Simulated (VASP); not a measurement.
# Cs (I4/mmm) in VASP: notebook, part 2 of 2

VASP 6.6.1.

### Step 3. Single point, PBE (strain +0.0750 x Voigt [0, 1, 0, 0, 0, 0])

INCAR

```
ALGO     = Fast           # electronic algorithm
EDIFF    = 1E-6           # SCF threshold, eV
ENCUT    = 520            # plane-wave cutoff, eV
GGA      = PE             # functional
ISIF     = 2              # what is computed and relaxed
ISMEAR   = 0              # smearing method
LASPH    = T              # aspherical terms in the spheres
LCHARG   = F              # write CHGCAR
LREAL    = F              # projectors in reciprocal space
LWAVE    = F              # write WAVECAR
NBANDS   = 10             # bands
NELM     = 100            # most SCF steps
PREC     = Accurate       # precision mode
SIGMA    = 0.15           # smearing width, eV
```

KPOINTS

```
k-points
0
Gamma
  12 12 12
```

POSCAR

```
Cs
1.0
   -3.0225000000      3.2491875000      3.0225000000
    3.0225000000     -3.2491875000      3.0225000000
    3.0225000000      3.2491875000     -3.0225000000
Cs
1
Direct
    0.0000000000      0.0000000000      0.0000000000
```

Potentials or basis: VASP PAW PBE potentials, release 64 (Cs_sv).

Command:

```bash
$ cat potpaw_PBE.64/Cs_sv/POTCAR > POTCAR
$ mpirun -np 1 vasp_std > vasp.out
```

OUTCAR:

```text
EDIFF = 1E-6
   ENCUT = 520
   GGA = PE
   ISIF = 2
   ISMEAR = 0
   LASPH = T
   LREAL = F
   NELM = 100
   PREC = Accurate

 ion  position               nearest neighbor table
   1  0.000  0.000  0.000-

  LATTYP: Found a body centered tetragonal cell.
 ALAT       =     6.0450000000
 C/A-ratio  =     1.0750000000

  Lattice vectors:

 A1 = (  -3.0225000000,  -3.2491875000,   3.0225000000)
 A2 = (   3.0225000000,  -3.2491875000,  -3.0225000000)
 A3 = (   3.0225000000,   3.2491875000,   3.0225000000)

Analysis of symmetry for initial positions (statically):
=====================================================================
 Subroutine PRICEL returns:
 Original cell was already a primitive cell.

 Routine SETGRP: Setting up the symmetry group for a
 body centered tetragonal supercell.

 Subroutine GETGRP returns: Found 16 space group operations
 (whereof 16 operations were pure point group operations)
 out of a pool of 16 trial point group operations.

The static configuration has the point symmetry D_4h.

Analysis of symmetry for dynamics (positions and initial velocities):
=====================================================================
 Subroutine PRICEL returns:
 Original cell was already a primitive cell.

 Routine SETGRP: Setting up the symmetry group for a
 body centered tetragonal supercell.

 Subroutine GETGRP returns: Found 16 space group operations
 (whereof 16 operations were pure point group operations)
 out of a pool of 16 trial point group operations.

The dynamic configuration has the point symmetry D_4h.

 Subroutine INISYM returns: Found 16 space group operations
 (whereof 16 operations are pure point group operations),
 and found     1 'primitive' translations

----------------------------------------------------------------------------------------

                                     Primitive cell

  volume of cell :     118.7319

  direct lattice vectors                    reciprocal lattice vectors
[... 110 lines left out ...]
   GGA     = PE    functional components
   LHFCALC =     F    Hartree Fock is set to
   AEXX    =    0.0000 exact exchange contribution
   IVDW    =     0    specifies the selected vdW correction
   LEPSILON=     F    determine dielectric tensor
   LRPA    =     F    only Hartree local field effects (RPA)
 non-spin polarized calculation
 RMM-DIIS sequential band-by-band and
 Gauss-broadening in eV      SIGMA  =   0.15
  energy-cutoff  :      520.00
  volume of cell :      118.73
 maximum number of plane-waves:      3232
   NGX = 19   NGY = 19   NGZ = 19

 number of electron       8.9999998 magnetization

 Free energy of the ion-electron system (eV)
  ---------------------------------------------------
  ext. energy  EPLUGINS =         0.00000000
  ---------------------------------------------------
  free energy    TOTEN  =        -0.85691358 eV

  energy without entropy =       -0.84122998  energy(sigma->0) =       -0.84907178

 E-fermi :   0.3751     XC(G=0):  -5.3274

 val. band max:        0.3626670367   @ k =  -0.2500   0.3333   0.2500
 cond. band min:       0.3818004304   @ k =   0.5000   0.0833   0.0000
 fundamental gap:      0.0191333937
 Fermi energy:         0.3751248710

 k-point     1 :       0.0000    0.0000    0.0000
  band No.  band energies     occupation
      1     -23.5000      2.00000
      2     -10.2477      2.00000
      3     -10.2477      2.00000
      4     -10.2477      2.00000
      5      -1.2702      2.00000
      6       2.7704      0.00000
      7       2.7704      0.00000
      8       3.0472      0.00000
      9       3.4783      0.00000
     10       3.8743      0.00000
[... 287 lines left out ...]
 k-point    24 :       0.4167    0.1667    0.0000
  band No.  band energies     occupation
      1     -23.4940      2.00000
      2     -10.3604      2.00000
      3     -10.2975      2.00000
      4     -10.2571      2.00000
      5       0.6389      0.01288
      6       1.1714      0.00000
      7       1.9243      0.00000
      8       3.2860      0.00000
      9       4.0478      0.00000
     10       4.4238      0.00000

 [... further k-points ...]

------------------------ aborting loop because EDIFF is reached ----------------------------------------

  FORCE on cell =-STRESS in cart. coord.  units (eV):
  Direction    XX          YY          ZZ          XY          YZ          ZX
  --------------------------------------------------------------------------------------
  -------------------------------------------------------------------------------------
  Total       -0.0289769     -0.0326984     -0.0289769     -0.0000000      0.0000000      0.0000000
  in kB       -0.3910161     -0.4412353     -0.3910161     -0.0000000      0.0000000      0.0000000
  external PRESSURE =      -0.4077558 kB  Pullay stress =       0.0000000 kB

 VOLUME and BASIS-vectors are now :
 -----------------------------------------------------------------------------
  energy-cutoff  :      520.00
  volume of cell :      118.73
      direct lattice vectors                 reciprocal lattice vectors
    -3.022500000  3.249187500  3.022500000     0.000000000  0.153884625  0.165425972
     3.022500000 -3.249187500  3.022500000     0.165425972  0.000000000  0.165425972
     3.022500000  3.249187500 -3.022500000     0.165425972  0.153884625  0.000000000

 POSITION                                       TOTAL-FORCE (eV/Angst)
 -----------------------------------------------------------------------------------
      0.00000      0.00000      0.00000        -0.000000     -0.000000      0.000000
 -----------------------------------------------------------------------------------
    total drift:                               -0.000000      0.000000      0.000000

  FREE ENERGIE OF THE ION-ELECTRON SYSTEM (eV)
  ---------------------------------------------------
  free  energy   TOTEN  =        -0.8569135836 eV

  energy  without entropy=       -0.8412299792  energy(sigma->0) =       -0.84907178
```

OSZICAR:

```text
N       E                     dE             d eps       ncg     rms          rms(c)
DAV:   1     0.535427694389E+02    0.53543E+02   -0.28570E+03  3260   0.620E+02
DAV:   2     0.454316354411E+01   -0.49000E+02   -0.47816E+02  4304   0.106E+02
DAV:   3    -0.775876663670E+00   -0.53190E+01   -0.53112E+01  3736   0.417E+01
DAV:   4    -0.854775186825E+00   -0.78899E-01   -0.78880E-01  4262   0.596E+00
DAV:   5    -0.855139825241E+00   -0.36464E-03   -0.36463E-03  4430   0.369E-01    0.129E-01
RMM:   6    -0.855770004198E+00   -0.63018E-03   -0.10051E-03  3446   0.162E-01    0.901E-02
RMM:   7    -0.856855175741E+00   -0.10852E-02   -0.39529E-03  3512   0.314E-01    0.355E-02
RMM:   8    -0.856909794880E+00   -0.54619E-04   -0.20765E-04  4256   0.908E-02    0.488E-03
RMM:   9    -0.856913140669E+00   -0.33458E-05   -0.39771E-05  4639   0.321E-02    0.204E-03
RMM:  10    -0.856913583617E+00   -0.44295E-06   -0.79613E-06  4651   0.135E-02
   1 F= -.85691358E+00 E0= -.84907178E+00  d E =-.156836E-01
```

stdout:

```text
POSCAR found type information on POSCAR Cs
 POSCAR found :  1 types and       1 ions
 scaLAPACK will be used
 LDA part: xc-table for (Slater+PW92), standard interpolation
 POSCAR, INCAR and KPOINTS ok, starting setup
 FFT: planning ... GRIDC
 FFT: planning ... GRID_SOFT
 FFT: planning ... GRID
 WAVECAR not read
 entering main loop
```

Run time: 5.2 min. Hardware: 1 thread of AMD EPYC 7R13, shared host; peak memory 0.33 GiB.

Results:

| Item | Value |
| --- | --- |
| Free energy | -0.8569 eV |
| Pressure | 0.0 GPa |
| Band gap on the k mesh | zero (an odd number of electrons rules out a gap without spin polarisation) |

Caveat: the cell differs from its parent crystal (strain +0.0750 x Voigt [0, 1, 0, 0, 0, 0]); spin-orbit coupling is left out, which moves the levels of the heavy elements.

### Step 4. Single point, PBE (strain +0.1125 x Voigt [0, 1, 0, 0, 0, 0])

INCAR

```
PREC     = Accurate       # precision mode
ENCUT    = 520            # plane-wave cutoff, eV
EDIFF    = 1E-7           # SCF threshold, eV
ISMEAR   = 0              # smearing method
SIGMA    = 0.15           # smearing width, eV
LREAL    = F              # projectors in reciprocal space
LASPH    = T              # aspherical terms in the spheres
NELM     = 80             # most SCF steps
ALGO     = Fast           # electronic algorithm
ISIF     = 2              # what is computed and relaxed
LWAVE    = F              # write WAVECAR
LCHARG   = F              # write CHGCAR
GGA      = PE             # functional
NBANDS   = 10             # bands
```

KPOINTS

```
Automatic mesh
0
Gamma
  12 12 12
```

POSCAR

```
Cs
1.0
   -3.0225000000      3.3625312500      3.0225000000
    3.0225000000     -3.3625312500      3.0225000000
    3.0225000000      3.3625312500     -3.0225000000
Cs
1
Direct
    0.0000000000      0.0000000000      0.0000000000
```

Potentials or basis: VASP PAW PBE potentials, release 64 (Cs_sv).

Command:

```bash
$ cat potpaw_PBE.64/Cs_sv/POTCAR > POTCAR
$ mpirun -np 1 vasp_std > vasp.out
```

OUTCAR:

```text
PREC = Accurate
   ENCUT = 520
   EDIFF = 1E-7
   ISMEAR = 0
   LREAL = F
   LASPH = T
   NELM = 80
   ISIF = 2
   GGA = PE

 ion  position               nearest neighbor table
   1  0.000  0.000  0.000-

  LATTYP: Found a body centered tetragonal cell.
 ALAT       =     6.0450000000
 C/A-ratio  =     1.1125000000

  Lattice vectors:

 A1 = (  -3.0225000000,  -3.3625312500,   3.0225000000)
 A2 = (   3.0225000000,  -3.3625312500,  -3.0225000000)
 A3 = (   3.0225000000,   3.3625312500,   3.0225000000)

Analysis of symmetry for initial positions (statically):
=====================================================================
 Subroutine PRICEL returns:
 Original cell was already a primitive cell.

 Routine SETGRP: Setting up the symmetry group for a
 body centered tetragonal supercell.

 Subroutine GETGRP returns: Found 16 space group operations
 (whereof 16 operations were pure point group operations)
 out of a pool of 16 trial point group operations.

The static configuration has the point symmetry D_4h.

Analysis of symmetry for dynamics (positions and initial velocities):
=====================================================================
 Subroutine PRICEL returns:
 Original cell was already a primitive cell.

 Routine SETGRP: Setting up the symmetry group for a
 body centered tetragonal supercell.

 Subroutine GETGRP returns: Found 16 space group operations
 (whereof 16 operations were pure point group operations)
 out of a pool of 16 trial point group operations.

The dynamic configuration has the point symmetry D_4h.

 Subroutine INISYM returns: Found 16 space group operations
 (whereof 16 operations are pure point group operations),
 and found     1 'primitive' translations

----------------------------------------------------------------------------------------

                                     Primitive cell
[... 112 lines left out ...]
  Thomas-Fermi vector in A             =   1.764772
   LORBIT       =      0    0 simple, 1 ext, 2 COOP (PROOUT), +10 PAW based schemes
   GGA     = PE    functional components
   LHFCALC =     F    Hartree Fock is set to
   AEXX    =    0.0000 exact exchange contribution
   IVDW    =     0    specifies the selected vdW correction
   LEPSILON=     F    determine dielectric tensor
   LRPA    =     F    only Hartree local field effects (RPA)
 non-spin polarized calculation
 RMM-DIIS sequential band-by-band and
 Gauss-broadening in eV      SIGMA  =   0.15
  energy-cutoff  :      520.00
  volume of cell :      122.87
 maximum number of plane-waves:      3356
   NGX = 21   NGY = 21   NGZ = 21

 number of electron       8.9999997 magnetization

 Free energy of the ion-electron system (eV)
  ---------------------------------------------------
  ext. energy  EPLUGINS =         0.00000000
  ---------------------------------------------------
  free energy    TOTEN  =        -0.85537538 eV

  energy without entropy =       -0.83998547  energy(sigma->0) =       -0.84768042

 E-fermi :   0.2938     XC(G=0):  -5.2434

 val. band max:        0.2921792086   @ k =   0.5000   0.0833   0.0000
 cond. band min:       0.3002898847   @ k =  -0.3333   0.3333   0.2500
 fundamental gap:      0.0081106762
 Fermi energy:         0.2937696584

 k-point     1 :       0.0000    0.0000    0.0000
  band No.  band energies     occupation
      1     -23.6023      2.00000
      2     -10.3543      2.00000
      3     -10.3543      2.00000
      4     -10.3542      2.00000
      5      -1.3169      2.00000
      6       2.6463      0.00000
      7       2.6463      0.00000
      8       3.0330      0.00000
      9       3.2662      0.00000
     10       3.8131      0.00000
[... 287 lines left out ...]
 k-point    24 :       0.4167    0.1667    0.0000
  band No.  band energies     occupation
      1     -23.5973      2.00000
      2     -10.4542      2.00000
      3     -10.3974      2.00000
      4     -10.3630      2.00000
      5       0.5523      0.01480
      6       1.0549      0.00000
      7       1.8744      0.00000
      8       3.1084      0.00000
      9       3.9204      0.00000
     10       4.2398      0.00000

 [... further k-points ...]

------------------------ aborting loop because EDIFF is reached ----------------------------------------

  FORCE on cell =-STRESS in cart. coord.  units (eV):
  Direction    XX          YY          ZZ          XY          YZ          ZX
  --------------------------------------------------------------------------------------
  -------------------------------------------------------------------------------------
  Total       -0.0714587     -0.0712947     -0.0714587      0.0000000      0.0000000      0.0000000
  in kB       -0.9317656     -0.9296269     -0.9317656      0.0000000      0.0000000      0.0000000
  external PRESSURE =      -0.9310527 kB  Pullay stress =       0.0000000 kB

 VOLUME and BASIS-vectors are now :
 -----------------------------------------------------------------------------
  energy-cutoff  :      520.00
  volume of cell :      122.87
      direct lattice vectors                 reciprocal lattice vectors
    -3.022500000  3.362531250  3.022500000     0.000000000  0.148697503  0.165425972
     3.022500000 -3.362531250  3.022500000     0.165425972  0.000000000  0.165425972
     3.022500000  3.362531250 -3.022500000     0.165425972  0.148697503  0.000000000

 POSITION                                       TOTAL-FORCE (eV/Angst)
 -----------------------------------------------------------------------------------
      0.00000      0.00000      0.00000        -0.000000      0.000000     -0.000000
 -----------------------------------------------------------------------------------
    total drift:                               -0.000000     -0.000000     -0.000000

  FREE ENERGIE OF THE ION-ELECTRON SYSTEM (eV)
  ---------------------------------------------------
  free  energy   TOTEN  =        -0.8553753767 eV

  energy  without entropy=       -0.8399854698  energy(sigma->0) =       -0.84768042
```

Wall time 7.3 min (1 thread of AMD EPYC 7R13, shared host); peak memory 0.33 GiB.

Results:

| Quantity | Value |
| --- | --- |
| Free energy | -0.8554 eV |
| Pressure | -0.1 GPa |
| Band gap on the k mesh | zero (an odd number of electrons rules out a gap without spin polarisation) |

Levels at points of the mesh, in eV from the Fermi level:
```tsv
k point	band 1	band 2	band 3	band 4	band 5	band 6	band 7	band 8	band 9
(0.00, 0.00, 0.00)	-23.90	-10.65	-10.65	-10.65	-1.61	2.35	2.35	2.74	2.97
(0.50, 0.00, 0.00)	-23.89	-10.76	-10.68	-10.65	0.02	0.75	1.81	2.86	3.72
(0.00, 0.50, 0.00)	-23.89	-10.75	-10.69	-10.66	0.14	0.95	1.39	3.36	3.89
(0.50, 0.50, 0.50)	-23.89	-10.74	-10.72	-10.72	0.60	0.80	2.32	3.13	3.13
```

Caveat: the cell differs from its parent crystal (strain +0.1125 x Voigt [0, 1, 0, 0, 0, 0]); spin-orbit coupling is left out, which moves the levels of the heavy elements.

### Step 5. Single point, PBE (strain +0.1500 x Voigt [0, 1, 0, 0, 0, 0])

INCAR

```
SYSTEM = Cs
ALGO = Fast
EDIFF = 1E-6
ENCUT = 520
GGA = PE
ISIF = 2
ISMEAR = 0
LASPH = .True.
LCHARG = .False.
LREAL = .False.
LWAVE = .False.
NBANDS = 10
NELM = 60
PREC = Accurate
SIGMA = 0.15
```

KPOINTS

```
k-points
0
Gamma
  12 12 12
  0 0 0
```

POSCAR

```
Cs
1.0
   -3.0225000000      3.4758750000      3.0225000000
    3.0225000000     -3.4758750000      3.0225000000
    3.0225000000      3.4758750000     -3.0225000000
Cs
1
Direct
    0.0000000000      0.0000000000      0.0000000000
```

Command:

```bash
$ cat potpaw_PBE.64/Cs_sv/POTCAR > POTCAR
$ mpirun -np 1 vasp_std > vasp.out
```

It took 6.9 min on 1 thread of AMD EPYC 7R13, shared host; peak memory 0.35 GiB.

The run converged. Its results:

```
Free energy            : -0.8526 eV
Pressure               : -0.1 GPa
Band gap on the k mesh : zero (an odd number of electrons rules out a gap without spin polarisation)
```

Levels at points of the mesh, in eV from the Fermi level:
```
           k point  band 2  band 3  band 4  band 5  band 6  band 7
(0.00, 0.00, 0.00)  -10.67  -10.67  -10.67   -1.58    2.32    2.32
(0.50, 0.00, 0.00)  -10.77  -10.70  -10.67    0.02    0.71    1.86
(0.00, 0.50, 0.00)  -10.76  -10.71  -10.68    0.18    0.97    1.34
(0.50, 0.50, 0.50)  -10.76  -10.73  -10.73    0.59    0.86    2.10
```

Caveat: the cell differs from its parent crystal (strain +0.1500 x Voigt [0, 1, 0, 0, 0, 0]); spin-orbit coupling is left out, which moves the levels of the heavy elements.

### Step 6. The runs side by side

| cell | further INCAR settings | gap on the mesh (eV) | pressure (GPa) |
| --- | --- | --- | --- |
| a = 5.171 Å, angles 108.5, 111.5, 108.5°, 1 atom | ALGO = Fast; EDIFF = 1e-06; NBANDS = 10 | none | 0.2 |
| a = 5.369 Å, angles 111.5, 105.5, 111.5°, 1 atom | ALGO = Fast; EDIFF = 1e-06; NBANDS = 10 | none | 0.0 |
| a = 5.439 Å, angles 112.5, 103.6, 112.5°, 1 atom | ALGO = Fast; EDIFF = 1e-07; NBANDS = 10 | none | -0.1 |
| a = 5.509 Å, angles 113.5, 101.8, 113.5°, 1 atom | ALGO = Fast; EDIFF = 1e-06; NBANDS = 10 | none | -0.1 |

Alike in all rows: task single point; level PBE; potentials or basis VASP PAW PBE potentials, release 64 (Cs_sv); no spin polarisation; k mesh 12 × 12 × 12; cutoff (eV) 520; smearing gaussian 0.15 eV.

Caveats: spin-orbit coupling is left out, which moves the levels of the heavy elements.

Total energies depend on the potentials used, so only differences within one code and one set of settings carry meaning.

The gap in the log of VASP goes by the Fermi energy; the results here count the filled bands.